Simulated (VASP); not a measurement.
# FeSi (Pm-3m) in VASP: further runs

Runs on FeSi. Level: LDA. Tasks: single point.

Everything below comes from runs of VASP 6.6.1. Logs are shortened: lines on timing, memory, paths and dates and some standing lists are left out, and cuts for length are marked.

**1. The cell of the first run**

The structure is cubic, space group Pm-3m (No. 221). The conventional cell has a = 2.745 Å, b = 2.745 Å, c = 2.745 Å, α = 90.00°, β = 90.00°, γ = 90.00°. Fe (site symmetry m-3m) has 8 Si at 2.38 Å and 6 Fe at 2.74 Å within 3.1 Å. Si (site symmetry m-3m) has 8 Fe at 2.38 Å and 6 Si at 2.74 Å within 3.1 Å.

**2. Single point, LDA (volume scaled by 1.040)**

The input, INCAR:

```
SYSTEM = FeSi
PREC = Accurate
ENCUT = 520
EDIFF = 1E-6
ISMEAR = 0
SIGMA = 0.05
LREAL = .False.
LASPH = .True.
NELM = 80
ALGO = Normal
ISIF = 2
LWAVE = .False.
LCHARG = .False.
GGA = CA
NBANDS = 13
```

The input, KPOINTS:

```
regular mesh
0
Gamma
  16 16 16
  0 0 0
```

The input, POSCAR:

```
FeSi
1.0
    2.7447387141      0.0000000000      0.0000000000
    0.0000000000      2.7447387141      0.0000000000
    0.0000000000      0.0000000000      2.7447387141
Fe Si
1 1
Direct
    0.5000000000      0.5000000000      0.5000000000
    0.0000000000      0.0000000000      0.0000000000
```

Potentials or basis: VASP PAW LDA potentials, release 64 (Fe, Si).

Launch:

```sh
$ cat potpaw_LDA.64/Fe/POTCAR potpaw_LDA.64/Si/POTCAR > POTCAR
$ mpirun -np 1 vasp_std > vasp.out
```

OUTCAR:

```text
SYSTEM = FeSi
   PREC = Accurate
   ENCUT = 520
   EDIFF = 1E-6
   ISMEAR = 0
   LREAL = .False.
   LASPH = .True.
   NELM = 80
   ISIF = 2
   GGA = CA

 ion  position               nearest neighbor table
   1  0.500  0.500  0.500-   2 2.38   2 2.38   2 2.38   2 2.38   2 2.38   2 2.38   2 2.38   2 2.38

   2  0.000  0.000  0.000-   1 2.38   1 2.38   1 2.38   1 2.38   1 2.38   1 2.38   1 2.38   1 2.38

  LATTYP: Found a simple cubic cell.
 ALAT       =     2.7447387141

  Lattice vectors:

 A1 = (   2.7447387141,   0.0000000000,   0.0000000000)
 A2 = (   0.0000000000,   2.7447387141,   0.0000000000)
 A3 = (   0.0000000000,   0.0000000000,   2.7447387141)

Analysis of symmetry for initial positions (statically):
=====================================================================
 Subroutine PRICEL returns:
 Original cell was already a primitive cell.

 Routine SETGRP: Setting up the symmetry group for a
 simple cubic supercell.

 Subroutine GETGRP returns: Found 48 space group operations
 (whereof 48 operations were pure point group operations)
 out of a pool of 48 trial point group operations.

The static configuration has the point symmetry O_h .

Analysis of symmetry for dynamics (positions and initial velocities):
=====================================================================
 Subroutine PRICEL returns:
 Original cell was already a primitive cell.

 Routine SETGRP: Setting up the symmetry group for a
 simple cubic supercell.

 Subroutine GETGRP returns: Found 48 space group operations
 (whereof 48 operations were pure point group operations)
 out of a pool of 48 trial point group operations.

The dynamic configuration has the point symmetry O_h .

 Subroutine INISYM returns: Found 48 space group operations
 (whereof 48 operations are pure point group operations),
 and found     1 'primitive' translations

----------------------------------------------------------------------------------------

                                     Primitive cell

  volume of cell :      20.6777

  direct lattice vectors                    reciprocal lattice vectors
     2.744738714  0.000000000  0.000000000     0.364333404  0.000000000  0.000000000
     0.000000000  2.744738714  0.000000000     0.000000000  0.364333404  0.000000000
     0.000000000  0.000000000  2.744738714     0.000000000  0.000000000  0.364333404

  length of vectors
     2.744738714  2.744738714  2.744738714     0.364333404  0.364333404  0.364333404

  position of ions in fractional coordinates (direct lattice)
     0.500000000  0.500000000  0.500000000
     0.000000000  0.000000000  0.000000000

  ion indices of the primitive-cell ions
   primitive index   ion index
                 1           1
                 2           2

----------------------------------------------------------------------------------------

 KPOINTS: regular mesh

Automatic generation of k-mesh.
 Grid dimensions read from file:
 generate k-points for:   16   16   16

 Generating k-lattice:

  Cartesian coordinates                     Fractional coordinates (reciprocal lattice)
     0.022770838  0.000000000  0.000000000     0.062500000  0.000000000  0.000000000
     0.000000000  0.022770838  0.000000000     0.000000000  0.062500000  0.000000000
     0.000000000  0.000000000  0.022770838     0.000000000  0.000000000  0.062500000

  Length of vectors
     0.022770838  0.022770838  0.022770838

  Shift w.r.t. Gamma in fractional coordinates (k-lattice)
     0.000000000  0.000000000  0.000000000

 Subroutine IBZKPT returns following result:
 ===========================================

 Found    165 irreducible k-points:

 Following reciprocal coordinates:
            Coordinates               Weight
  0.000000  0.000000  0.000000      1.000000
  0.062500  0.000000  0.000000      6.000000
  0.125000  0.000000  0.000000      6.000000
  0.187500  0.000000  0.000000      6.000000
  0.250000  0.000000  0.000000      6.000000
  0.312500  0.000000  0.000000      6.000000
[... 16 lines left out ...]
  0.437500  0.125000  0.000000     24.000000
  0.500000  0.125000  0.000000     12.000000
 [... further k-points ...]
   k-points           NKPTS =    165   k-points in BZ     NKDIM =    165   number of bands    NBANDS=     13
   number of dos      NEDOS =    301   number of ions     NIONS =      2
   total plane-waves  NPLWV =   8000
   dimension x,y,z NGX =    20 NGY =   20 NGZ =   20
   dimension x,y,z NGXF=    40 NGYF=   40 NGZF=   40
   ions per type =               1   1
   NGX,Y,Z   is equivalent  to a cutoff of  12.11, 12.11, 12.11 a.u.
   NGXF,Y,Z  is equivalent  to a cutoff of  24.23, 24.23, 24.23 a.u.
 SYSTEM =  FeSi
   PREC   = accura    normal or accurate (medium, high low for compatibility)
   ISTART =      0    job   : 0-new  1-cont  2-samecut
   ICHARG =      2    charge: 1-file 2-atom 10-const
   ISPIN  =      1    spin polarized calculation?
   LNONCOLLINEAR =      F non collinear calculations
   LSORBIT =      F    spin-orbit coupling
   LASPH  =      T    aspherical Exc in radial PAW
   ENCUT  =  520.0 eV  38.22 Ry    6.18 a.u.   5.10  5.10  5.10*2*pi/ulx,y,z
   NELM   =     80;   NELMIN=  2; NELMDL= -5     # of ELM steps
   EDIFF  = 0.1E-05   stopping-criterion for ELM
   LREAL  =      F    real-space projection
   EDIFFG = 0.1E-04   stopping-criterion for IOM
   NSW    =      0    number of steps for IOM
   IBRION =     -1    ionic relax: 0-MD 1-quasi-New 2-CG
   NFREE  =      0    steps in history (QN), initial steepest desc. (CG)
   ISIF   =      2    stress and relaxation
   ISYM   =      2    0-nonsym 1-usesym 2-fastsym
   POTIM  = 0.5000    time-step for ionic-motion
   TEBEG  =    0.0;   TEEND  =   0.0 temperature during run
   PSTRESS=    0.0 pullay stress
   NELECT =      12.0000    total number of electrons
   NUPDOWN=      -1.0000    fix difference up-down
   EMIN   =  10.00;   EMAX   =-10.00  energy-range for DOS
   EFERMI =   0.00;   METHOD = LEGACY
   ISMEAR =     0;   SIGMA  =   0.05  broadening in eV -4-tet -1-fermi 0-gaus
   EFERMI_NEDOS =   21; number of points for ismear=-14 and -15
   IALGO  =     38    algorithm
   IMIX   =      4    mixing-type and parameters
     AMIX     =   0.40;   BMIX     =  1.00
     AMIX_MAG =   1.60;   BMIX_MAG =  1.00
  volume/ion in A,a.u.               =      10.34        69.77
  Fermi-wavevector in a.u.,A,eV,Ry     =   1.365529  2.580476 25.370365  1.864669
  Thomas-Fermi vector in A             =   2.491749
   LORBIT       =      0    0 simple, 1 ext, 2 COOP (PROOUT), +10 PAW based schemes
   GGA     = CA    functional components
   LHFCALC =     F    Hartree Fock is set to
   AEXX    =    0.0000 exact exchange contribution
   IVDW    =     0    specifies the selected vdW correction
   LEPSILON=     F    determine dielectric tensor
   LRPA    =     F    only Hartree local field effects (RPA)
 non-spin polarized calculation
 Gauss-broadening in eV      SIGMA  =   0.05
  energy-cutoff  :      520.00
  volume of cell :       20.68
 maximum number of plane-waves:       587
   NGX = 11   NGY = 11   NGZ = 11

 number of electron      11.9999985 magnetization

 Free energy of the ion-electron system (eV)
  ---------------------------------------------------
  ext. energy  EPLUGINS =         0.00000000
  ---------------------------------------------------
  free energy    TOTEN  =       -16.61989212 eV

  energy without entropy =      -16.61906269  energy(sigma->0) =      -16.61947740

 E-fermi :  11.1752     XC(G=0): -13.3058

 val. band max:       11.1746055713   @ k =   0.5000   0.5000   0.1250
 cond. band min:      11.1832984904   @ k =   0.5000   0.5000   0.1875
 fundamental gap:      0.0086929191
 Fermi energy:        11.1752452049

 k-point     1 :       0.0000    0.0000    0.0000
  band No.  band energies     occupation
      1      -3.1280      2.00000
      2       7.2592      2.00000
      3       7.2592      2.00000
      4      10.3497      2.00000
      5      10.3497      2.00000
      6      10.3497      2.00000
      7      14.5157      0.00000
      8      14.5157      0.00000
      9      14.5157      0.00000
     10      19.3855      0.00000
     11      19.3855      0.00000
     12      24.5606      0.00000
     13      31.3725      0.00000

 k-point     2 :       0.0625    0.0000    0.0000
  band No.  band energies     occupation
      1      -3.0499      2.00000
      2       7.2170      2.00000
      3       7.2901      2.00000
      4      10.2580      2.00000
      5      10.2580      2.00000
      6      10.3570      2.00000
      7      14.0585      0.00000
      8      14.6702      0.00000
      9      14.6702      0.00000
     10      19.3389      0.00000
     11      19.8362      0.00000
     12      24.8034      0.00000
     13      30.6352      0.00000

 k-point     3 :       0.1250    0.0000    0.0000
  band No.  band energies     occupation
      1      -2.8168      2.00000
      2       7.0546      2.00000
      3       7.3796      2.00000
      4      10.0223      2.00000
      5      10.0223      2.00000
      6      10.3779      2.00000
      7      13.1235      0.00000
      8      15.0957      0.00000
      9      15.0957      0.00000
     10      19.2024      0.00000
     11      20.7288      0.00000
     12      25.5791      0.00000
     13      29.1789      0.00000
[... 305 lines left out ...]
 k-point    23 :       0.4375    0.1250    0.0000
  band No.  band energies     occupation
      1       0.5795      2.00000
      2       3.2381      2.00000
      3       8.1475      2.00000
      4       8.5545      2.00000
      5       8.8856      2.00000
      6      10.3287      2.00000
      7      11.4807      0.00000
      8      16.5568      0.00000
      9      19.2484      0.00000
     10      19.4416      0.00000
     11      20.8971      0.00000
     12      22.3149      0.00000
     13      25.2905      0.00000

 k-point    24 :       0.5000    0.1250    0.0000
  band No.  band energies     occupation
      1       1.0586      2.00000
      2       2.6867      2.00000
      3       8.2681      2.00000
      4       8.4412      2.00000
      5       8.8434      2.00000
      6      10.3385      2.00000
      7      11.4868      0.00000
      8      16.7705      0.00000
      9      19.2509      0.00000
     10      19.9538      0.00000
     11      20.5358      0.00000
     12      21.7168      0.00000
     13      25.4982      0.00000

 [... further k-points ...]

------------------------ aborting loop because EDIFF is reached ----------------------------------------

  FORCE on cell =-STRESS in cart. coord.  units (eV):
  Direction    XX          YY          ZZ          XY          YZ          ZX
  --------------------------------------------------------------------------------------
  -------------------------------------------------------------------------------------
  Total       -1.1469730     -1.1469730     -1.1469730      0.0000000     -0.0000000      0.0000000
  in kB      -88.8711440    -88.8711440    -88.8711440      0.0000000     -0.0000000      0.0000000
  external PRESSURE =     -88.8711440 kB  Pullay stress =       0.0000000 kB

 VOLUME and BASIS-vectors are now :
 -----------------------------------------------------------------------------
  energy-cutoff  :      520.00
  volume of cell :       20.68
      direct lattice vectors                 reciprocal lattice vectors
     2.744738714  0.000000000  0.000000000     0.364333404  0.000000000  0.000000000
     0.000000000  2.744738714  0.000000000     0.000000000  0.364333404  0.000000000
     0.000000000  0.000000000  2.744738714     0.000000000  0.000000000  0.364333404

 POSITION                                       TOTAL-FORCE (eV/Angst)
 -----------------------------------------------------------------------------------
      1.37237      1.37237      1.37237         0.000000      0.000000      0.000000
      0.00000      0.00000      0.00000         0.000000      0.000000      0.000000
 -----------------------------------------------------------------------------------
    total drift:                               -0.000000      0.000000     -0.000000

  FREE ENERGIE OF THE ION-ELECTRON SYSTEM (eV)
  ---------------------------------------------------
  free  energy   TOTEN  =       -16.6198921159 eV

  energy  without entropy=      -16.6190626874  energy(sigma->0) =      -16.61947740
```

Run time: 31 s. Hardware: 1 thread of Intel Xeon Platinum 8488C (Sapphire Rapids), shared host; peak memory 0.16 GiB.

What came out:

```
Free energy            : -16.6199 eV
Pressure               : -8.9 GPa
Band gap on the k mesh : zero (band 6 reaches 11.31 eV, above the bottom of band 7 at 11.10 eV)
```

Caveat: the cell differs from its parent crystal (volume scaled by 1.040). Spin polarisation is off, so any magnetic state and its effect on volume and gap are missing.

**3. Single point, LDA**

This run uses another cell than the first one, of 9.94 Å³/atom, 0.962 times its volume.

The input, INCAR:

```
ALGO     = Normal         # electronic algorithm
EDIFF    = 1E-6           # SCF threshold, eV
ENCUT    = 600            # plane-wave cutoff, eV
GGA_COMPAT= F            
ISIF     = 2              # what is computed and relaxed
ISMEAR   = 0              # smearing method
LASPH    = T              # aspherical terms in the spheres
LCHARG   = F              # write CHGCAR
LREAL    = F              # projectors in reciprocal space
LWAVE    = F              # write WAVECAR
NBANDS   = 17             # bands
NELM     = 120            # most SCF steps
PREC     = Accurate       # precision mode
SIGMA    = 0.05           # smearing width, eV
```

The input, KPOINTS:

```
k-points
0
Gamma
  16 16 16
```

The input, POSCAR:

```
FeSi
1.0
    2.7090887216      0.0000000000      0.0000000000
    0.0000000000      2.7090887216      0.0000000000
    0.0000000000      0.0000000000      2.7090887216
Fe Si
1 1
Direct
    0.5000000000      0.5000000000      0.5000000000
    0.0000000000      0.0000000000      0.0000000000
```

Potentials or basis: VASP PAW LDA potentials, release 64 (Fe_sv, Si).

Launch:

```sh
$ cat potpaw_LDA.64/Fe_sv/POTCAR potpaw_LDA.64/Si/POTCAR > POTCAR
$ mpirun -np 1 vasp_std > vasp.out
```

Run time: 18 s. Hardware: 1 thread of Intel Xeon 6975P-C (Granite Rapids), shared host; peak memory 0.17 GiB.

It converged, with:

```yaml
Free_energy: -16.7199 eV
Pressure: -1.8 GPa
Band_gap_on_the_k_mesh: zero (band 10 reaches 15.37 eV, above the bottom of band 11 at 15.20 eV)
```

Levels at points of the mesh, in eV from the Fermi level:
| k point | band 6 | band 7 | band 8 | band 9 | band 10 | band 11 | band 12 | band 13 | band 14 | band 15 |
| --- | --- | --- | --- | --- | --- | --- | --- | --- | --- | --- |
| (0.00, 0.00, 0.00) | -4.19 | -4.19 | -0.89 | -0.89 | -0.89 | 3.42 | 3.42 | 3.42 | 8.32 | 8.32 |
| (0.50, 0.00, 0.00) | -9.12 | -3.19 | -2.56 | -2.56 | -0.68 | 0.35 | 6.59 | 9.20 | 9.20 | 10.06 |
| (0.50, 0.50, 0.00) | -5.31 | -5.31 | -4.15 | -1.98 | -1.98 | -0.02 | 2.71 | 2.95 | 8.65 | 14.15 |
| (0.50, 0.50, 0.50) | -6.37 | -6.37 | -1.20 | 0.04 | 0.04 | 1.63 | 1.63 | 1.63 | 4.76 | 4.76 |

Spin polarisation is off, so any magnetic state and its effect on volume and gap are missing.

[end of part 1 of 2]
